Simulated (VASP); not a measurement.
A run of VASP 6.6.1:

File INCAR:

```
SYSTEM = In3SbAs2
PREC = Accurate
ENCUT = 520
EDIFF = 1E-6
ISMEAR = 0
SIGMA = 0.1
LREAL = .False.
LASPH = .True.
NELM = 80
ALGO = Normal
ISIF = 2
LWAVE = .False.
LCHARG = .False.
GGA = PE
NBANDS = 36
```

The input KPOINTS:

```
Automatic mesh
0
Gamma
  12 12 4
  0 0 0
```

Contents of POSCAR:

```
In3SbAs2
1.0
    4.5701418864     -0.0000000295      0.0000000000
   -2.2850709177      3.9578589873      0.0000000000
    0.0000000000      0.0000000000     11.2005558878
In Sb As
3 1 2
Direct
    0.0000000000      0.0000000000      0.0002621715
    0.3333333333      0.6666666667      0.6786489895
    0.6666666667      0.3333333333      0.3203851923
    0.3333333333      0.6666666667      0.4172017784
    0.0000000000      0.0000000000      0.7560666640
    0.6666666667      0.3333333333      0.0774342043
```

Potentials or basis: VASP PAW PBE potentials, release 64 (In_d, Sb, As).

The run is started by

```sh
$ cat potpaw_PBE.64/In_d/POTCAR potpaw_PBE.64/Sb/POTCAR potpaw_PBE.64/As/POTCAR > POTCAR
$ mpirun -np 1 vasp_std > vasp.out
```

Hardware: 1 thread of AMD EPYC 9R45 96-Core Processor (Zen 5) (shared host).

Task: How long does it take, and how much memory?

Result: Wall time 4.3 min on 1 thread of AMD EPYC 9R45 96-Core Processor (Zen 5) (shared host), peak memory 0.6 GiB. Counts: scf iterations 14, k points 69.
